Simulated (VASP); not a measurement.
A run of VASP 6.6.1 is set up as follows.

INCAR

```
ALGO     = Normal         # electronic algorithm
EDIFF    = 1E-7           # SCF threshold, eV
ENCUT    = 520            # plane-wave cutoff, eV
GGA      = PS             # functional
ISIF     = 2              # what is computed and relaxed
ISMEAR   = 0              # smearing method
LASPH    = T              # aspherical terms in the spheres
LCHARG   = T              # write CHGCAR
LELF     = T              # ELF
LREAL    = F              # projectors in reciprocal space
LVHAR    = T            
LWAVE    = F              # write WAVECAR
NBANDS   = 12             # bands
NELM     = 80             # most SCF steps
PREC     = Accurate       # precision mode
SIGMA    = 0.1            # smearing width, eV
```

KPOINTS

```
k-points
0
Gamma
  18 18 18
```

POSCAR

```
Ta
1.0
   -1.6402597622      1.6402597622      1.6402597622
    1.6402597622     -1.6402597622      1.6402597622
    1.6402597622      1.6402597622     -1.6402597622
Ta
1
Direct
    0.0000000000      0.0000000000      0.0000000000
```

Potentials or basis: VASP PAW PBE potentials, release 64 (Ta_pv).

Command:

```console
$ cat potpaw_PBE.64/Ta_pv/POTCAR > POTCAR
$ mpirun -np 1 vasp_std > vasp.out
```

Question: Predict the pressure.

Answer: 0.2 GPa.

Caveat: the PAW data sets were made with another functional, which shifts forces and pressure a little.
